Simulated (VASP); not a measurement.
GaN, 2 atoms in the cell. It takes space group F-43m (No. 216, cubic). Conventional cell: a = 4.474 Å, b = 4.474 Å, c = 4.474 Å, α = 90.00°, β = 90.00°, γ = 90.00°. Ga (site symmetry -43m) has 4 N at 1.94 Å within 2.6 Å. Within 2.6 Å of N (site symmetry -43m) lie 4 Ga at 1.94 Å.  This cell differs from its parent crystal: strain -0.5%.

* Program: VASP 6.6.1
* Task: single point
* Functional: r2SCAN
* Potentials or basis: VASP PAW PBE potentials, release 64 (Ga_d, N_h)
* Cutoff: 1460 eV
* k mesh: 10 × 10 × 10
* Occupations: gaussian, width 0.01 eV
* Spin: no spin polarisation
* Dipole correction: no
* Further INCAR settings: ALGO = Normal; EDIFF = 1e-06; NBANDS = 16

Potentials or basis: VASP PAW PBE potentials, release 64 (Ga_d, N_h).

The run is started by

```bash
$ cat potpaw_PBE.64/Ga_d/POTCAR potpaw_PBE.64/N_h/POTCAR > POTCAR
$ cp INCAR.step1 INCAR
$ mpirun -np 1 vasp_std > vasp.out
$ cp INCAR.step2 INCAR
$ mpirun -np 1 vasp_std > vasp.out
```

Hardware: 1 thread of Intel(R) Xeon(R) 6975P-C (Granite Rapids) (shared host).

Q: Estimate the wall time of this run.

A: Wall time 100 s on 1 thread of Intel(R) Xeon(R) 6975P-C (Granite Rapids) (shared host), peak memory 0.31 GiB. Counts: k points 47.
